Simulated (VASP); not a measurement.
# GaP (F-43m) in VASP: settings compared

The runs below take GaP through single point, with r2SCAN, PBE, HSE06.

All numbers are computed with VASP 6.6.1; they aren't measurements. Logs are shortened: lines on timing, memory, paths and dates and some standing lists are left out, and cuts for length are marked.

**1. The cell of the first run**

It takes space group F-43m (No. 216, cubic). Conventional cell: a = 5.451 Å, b = 5.451 Å, c = 5.451 Å, α = 90.00°, β = 90.00°, γ = 90.00°. Within 3.1 Å of Ga (site symmetry -43m) lie 4 P at 2.36 Å. Within 3.1 Å of P (site symmetry -43m) lie 4 Ga at 2.36 Å.

**2. Single point, r2SCAN**

Contents of POSCAR:

```
GaP
1.0
    0.0000000000      2.7253992985      2.7253992985
    2.7253992985      0.0000000000      2.7253992985
    2.7253992985      2.7253992985      0.0000000000
Ga P
1 1
Direct
    0.0000000000      0.0000000000      0.0000000000
    0.2500000000      0.2500000000      0.2500000000
```

Contents of INCAR.step1:

```
SYSTEM = GaP
PREC = Accurate ; ENCUT = 520
ISMEAR = 0 ; SIGMA = 0.01
LREAL = .False. ; LASPH = .True.
NELM = 80 ; NBANDS = 16
GGA = PE ; ALGO = Normal
EDIFF = 1E-4 ; LWAVE = .True.
LCHARG = .False.
```

Contents of INCAR.step2:

```
SYSTEM = GaP
PREC = Accurate ; ENCUT = 520
EDIFF = 1E-7 ; ISMEAR = 0
SIGMA = 0.01 ; LREAL = .False.
LASPH = .True. ; NELM = 80
ALGO = Normal ; ISIF = 2
LWAVE = .False. ; LCHARG = .True.
METAGGA = R2SCAN ; LMIXTAU = .True.
LELF = .True. ; LVHAR = .True.
NBANDS = 16 ; ISTART = 1
```

Contents of KPOINTS:

```
Automatic mesh
0
Gamma
  4 4 4
  0 0 0
```

Potentials or basis: VASP PAW PBE potentials, release 64 (Ga_d, P).

Run with:

```bash
$ cat potpaw_PBE.64/Ga_d/POTCAR potpaw_PBE.64/P/POTCAR > POTCAR
$ cp INCAR.step1 INCAR
$ mpirun -np 1 vasp_std > vasp.out
$ cp INCAR.step2 INCAR
$ mpirun -np 1 vasp_std > vasp.out
```

OUTCAR:

```text
SYSTEM = GaP
   PREC = Accurate
   ENCUT = 520
   EDIFF = 1E-7
   ISMEAR = 0
   LREAL = .False.
   LASPH = .True.
   NELM = 80
   ISIF = 2
   METAGGA = R2SCAN
   ISTART = 1

 ion  position               nearest neighbor table
   1  0.000  0.000  0.000-   2 2.36   2 2.36   2 2.36   2 2.36
   2  0.250  0.250  0.250-   1 2.36   1 2.36   1 2.36   1 2.36

  LATTYP: Found a face centered cubic cell.
 ALAT       =     5.4507985970

  Lattice vectors:

 A1 = (   0.0000000000,   2.7253992985,   2.7253992985)
 A2 = (   2.7253992985,   0.0000000000,   2.7253992985)
 A3 = (   2.7253992985,   2.7253992985,   0.0000000000)

Analysis of symmetry for initial positions (statically):
=====================================================================
 Subroutine PRICEL returns:
 Original cell was already a primitive cell.

 Routine SETGRP: Setting up the symmetry group for a
 face centered cubic supercell.

 Subroutine GETGRP returns: Found 24 space group operations
 (whereof 24 operations were pure point group operations)
 out of a pool of 48 trial point group operations.

The static configuration has the point symmetry T_d .

Analysis of symmetry for dynamics (positions and initial velocities):
=====================================================================
 Subroutine PRICEL returns:
 Original cell was already a primitive cell.

 Routine SETGRP: Setting up the symmetry group for a
 face centered cubic supercell.

 Subroutine GETGRP returns: Found 24 space group operations
 (whereof 24 operations were pure point group operations)
 out of a pool of 48 trial point group operations.

The dynamic configuration has the point symmetry T_d .

 Subroutine INISYM returns: Found 24 space group operations
 (whereof 24 operations are pure point group operations),
 and found     1 'primitive' translations

----------------------------------------------------------------------------------------

                                     Primitive cell

  volume of cell :      40.4874

  direct lattice vectors                    reciprocal lattice vectors
     0.000000000  2.725399299  2.725399299    -0.183459356  0.183459356  0.183459356
     2.725399299  0.000000000  2.725399299     0.183459356 -0.183459356  0.183459356
     2.725399299  2.725399299  0.000000000     0.183459356  0.183459356 -0.183459356

  length of vectors
[... 64 lines left out ...]
   NELM   =     80;   NELMIN=  2; NELMDL=  0     # of ELM steps
   EDIFF  = 0.1E-06   stopping-criterion for ELM
   LREAL  =      F    real-space projection
   EDIFFG = 0.1E-05   stopping-criterion for IOM
   NSW    =      0    number of steps for IOM
   IBRION =     -1    ionic relax: 0-MD 1-quasi-New 2-CG
   NFREE  =      0    steps in history (QN), initial steepest desc. (CG)
   ISIF   =      2    stress and relaxation
   ISYM   =      2    0-nonsym 1-usesym 2-fastsym
   POTIM  = 0.5000    time-step for ionic-motion
   TEBEG  =    0.0;   TEEND  =   0.0 temperature during run
   PSTRESS=    0.0 pullay stress
   NELECT =      18.0000    total number of electrons
   NUPDOWN=      -1.0000    fix difference up-down
   EMIN   =  10.00;   EMAX   =-10.00  energy-range for DOS
   EFERMI =   0.00;   METHOD = LEGACY
   ISMEAR =     0;   SIGMA  =   0.01  broadening in eV -4-tet -1-fermi 0-gaus
   EFERMI_NEDOS =   21; number of points for ismear=-14 and -15
   IALGO  =     38    algorithm
   IMIX   =      4    mixing-type and parameters
     AMIX     =   0.40;   BMIX     =  1.00
     AMIX_MAG =   1.60;   BMIX_MAG =  1.00
  volume/ion in A,a.u.               =      20.24       136.61
  Fermi-wavevector in a.u.,A,eV,Ry     =   1.249469  2.361154 21.241049  1.561173
  Thomas-Fermi vector in A             =   2.383508
   LORBIT       =      0    0 simple, 1 ext, 2 COOP (PROOUT), +10 PAW based schemes
   METAGGA = R2SCAN    functional components
   LHFCALC =     F    Hartree Fock is set to
   AEXX    =    0.0000 exact exchange contribution
   IVDW    =     0    specifies the selected vdW correction
   LEPSILON=     F    determine dielectric tensor
   LRPA    =     F    only Hartree local field effects (RPA)
 non-spin polarized calculation
 Gauss-broadening in eV      SIGMA  =   0.01
  energy-cutoff  :      520.00
  volume of cell :       40.49
 maximum number of plane-waves:      1106
 NGX is ok and might be reduce to    30
   NGX = 15   NGY = 15   NGZ = 15

 number of electron      17.9999989 magnetization

 Free energy of the ion-electron system (eV)
  ---------------------------------------------------
  ext. energy  EPLUGINS =         0.00000000
  ---------------------------------------------------
  free energy    TOTEN  =       -21.33216604 eV

  energy without entropy =      -21.33216604  energy(sigma->0) =      -21.33216604

 E-fermi :   4.5613     XC(G=0): -10.5317

 val. band max:        4.5005274636   @ k =   0.0000   0.0000   0.0000
 cond. band min:       6.3849582322   @ k =   0.5000   0.5000   0.0000
 fundamental gap:      1.8844307686
 Fermi energy:         4.5613492725

 k-point     1 :       0.0000    0.0000    0.0000
  band No.  band energies     occupation
      1     -10.5316      2.00000
      2     -10.5316      2.00000
      3     -10.5316      2.00000
      4     -10.4188      2.00000
      5     -10.4188      2.00000
      6      -8.5226      2.00000
[... 129 lines left out ...]
      3     -10.4667      2.00000
      4     -10.4353      2.00000
      5     -10.4092      2.00000
      6      -5.3227      2.00000
[... 8 lines left out ...]
     15      17.0612      0.00000
     16      19.0209      0.00000

------------------------ aborting loop because EDIFF is reached ----------------------------------------

  FORCE on cell =-STRESS in cart. coord.  units (eV):
  Direction    XX          YY          ZZ          XY          YZ          ZX
  --------------------------------------------------------------------------------------
  -------------------------------------------------------------------------------------
  Total        0.0996562      0.0996562      0.0996562      0.0000000      0.0000000     -0.0000000
  in kB        3.9436140      3.9436140      3.9436140      0.0000000      0.0000000     -0.0000000
  external PRESSURE =       3.9436140 kB  Pullay stress =       0.0000000 kB

 VOLUME and BASIS-vectors are now :
 -----------------------------------------------------------------------------
  energy-cutoff  :      520.00
  volume of cell :       40.49
      direct lattice vectors                 reciprocal lattice vectors
     0.000000000  2.725399299  2.725399299    -0.183459356  0.183459356  0.183459356
     2.725399299  0.000000000  2.725399299     0.183459356 -0.183459356  0.183459356
     2.725399299  2.725399299  0.000000000     0.183459356  0.183459356 -0.183459356

 POSITION                                       TOTAL-FORCE (eV/Angst)
 -----------------------------------------------------------------------------------
      0.00000      0.00000      0.00000         0.000000      0.000000      0.000000
      1.36270      1.36270      1.36270        -0.000000     -0.000000     -0.000000
 -----------------------------------------------------------------------------------
    total drift:                                0.000010      0.000010      0.000010

  FREE ENERGIE OF THE ION-ELECTRON SYSTEM (eV)
  ---------------------------------------------------
  free  energy   TOTEN  =       -21.3321660406 eV

  energy  without entropy=      -21.3321660406  energy(sigma->0) =      -21.33216604
```

OUTCAR.step1:

```text
SYSTEM = GaP
   PREC = Accurate
   ENCUT = 520
   ISMEAR = 0
   LREAL = .False.
   LASPH = .True.
[... 355 lines left out ...]
      0.00000      0.00000      0.00000         0.000000     -0.000000     -0.000000
      1.36270      1.36270      1.36270        -0.000000      0.000000      0.000000
 -----------------------------------------------------------------------------------
    total drift:                                0.000002      0.000002      0.000002

  FREE ENERGIE OF THE ION-ELECTRON SYSTEM (eV)
  ---------------------------------------------------
  free  energy   TOTEN  =        -8.9761104397 eV

  energy  without entropy=       -8.9761104397  energy(sigma->0) =       -8.97611044
```

OSZICAR.step1:

```text
N       E                     dE             d eps       ncg     rms          rms(c)
DAV:   1     0.684588665386E+02    0.68459E+02   -0.89854E+03   272   0.159E+03
DAV:   2    -0.417895693570E+01   -0.72638E+02   -0.69640E+02   296   0.283E+02
DAV:   3    -0.920169855347E+01   -0.50227E+01   -0.50066E+01   328   0.607E+01
DAV:   4    -0.927311325426E+01   -0.71415E-01   -0.71405E-01   304   0.739E+00
DAV:   5    -0.927438148077E+01   -0.12682E-02   -0.12680E-02   328   0.786E-01    0.428E+00
DAV:   6    -0.900511413887E+01    0.26927E+00   -0.40545E-01   392   0.108E+01    0.286E+00
DAV:   7    -0.897455796072E+01    0.30556E-01   -0.10381E-01   344   0.215E+00    0.116E+00
DAV:   8    -0.897548910219E+01   -0.93114E-03   -0.15426E-02   288   0.148E+00    0.208E-01
DAV:   9    -0.897602387009E+01   -0.53477E-03   -0.15238E-03   304   0.536E-01    0.828E-02
DAV:  10    -0.897611043967E+01   -0.86570E-04   -0.10066E-04   256   0.121E-01
   1 F= -.89761104E+01 E0= -.89761104E+01  d E =-.103909E-13
```

Wall time 63 s (1 thread of Intel Xeon 8259CL, shared host); peak memory 0.17 GiB.

What came out:

* Free energy: -21.3322 eV
* Pressure: 0.4 GPa
* Band gap on the k mesh: 1.88 eV (least direct gap 2.34 eV)

Levels at points of the mesh, in eV from the valence-band top:
| k point | band 7 | band 8 | band 9 | band 10 | band 11 | band 12 |
| --- | --- | --- | --- | --- | --- | --- |
| (0.00, 0.00, 0.00) | 0.00 | 0.00 | 0.00 | 2.34 | 4.17 | 4.17 |
| (0.50, 0.00, 0.00) | -6.86 | -1.17 | -1.17 | 2.02 | 5.03 | 5.03 |
| (0.50, 0.50, 0.00) | -6.97 | -2.81 | -2.81 | 1.88 | 2.08 | 11.34 |

Caveat: the k points lie up to 0.50 Å⁻¹ apart; the PAW data sets were made with another functional, which shifts forces and pressure a little.

**3. Single point, PBE**

Contents of INCAR:

```
ALGO = Normal
EDIFF = 1E-7
ENCUT = 520
GGA = PE
ISIF = 2
ISMEAR = 0
LASPH = True
LCHARG = True
LELF = True
LREAL = False
LVHAR = True
LWAVE = False
NBANDS = 16
NELM = 80
PREC = Accurate
SIGMA = 0.01
```

Contents of KPOINTS:

```
k-points
0
Gamma
  6 6 6
```

POSCAR is that of step 2.

Potentials or basis: VASP PAW PBE potentials, release 64 (Ga_d, P).

Run with:

```bash
$ cat potpaw_PBE.64/Ga_d/POTCAR potpaw_PBE.64/P/POTCAR > POTCAR
$ mpirun -np 1 vasp_std > vasp.out
```

Wall time 26 s (1 thread of Intel Xeon 8259CL, shared host); peak memory 0.17 GiB.

Results (log left out):

- Free energy: -9.1025 eV
- Pressure: 2.5 GPa
- Band gap on the k mesh: 1.65 eV (least direct gap 1.82 eV)

Levels at points of the mesh, in eV from the valence-band top:
| k point | band 6 | band 7 | band 8 | band 9 | band 10 | band 11 | band 12 | band 13 |
| --- | --- | --- | --- | --- | --- | --- | --- | --- |
| (0.00, 0.00, 0.00) | -12.49 | 0.00 | 0.00 | 0.00 | 1.82 | 3.88 | 3.88 | 3.88 |
| (0.50, 0.00, 0.00) | -10.43 | -6.63 | -1.12 | -1.12 | 1.67 | 4.72 | 4.72 | 8.28 |
| (0.50, 0.50, 0.00) | -9.53 | -6.76 | -2.68 | -2.68 | 1.65 | 1.82 | 10.59 | 10.59 |

(Part 1 of 2 ends here.)
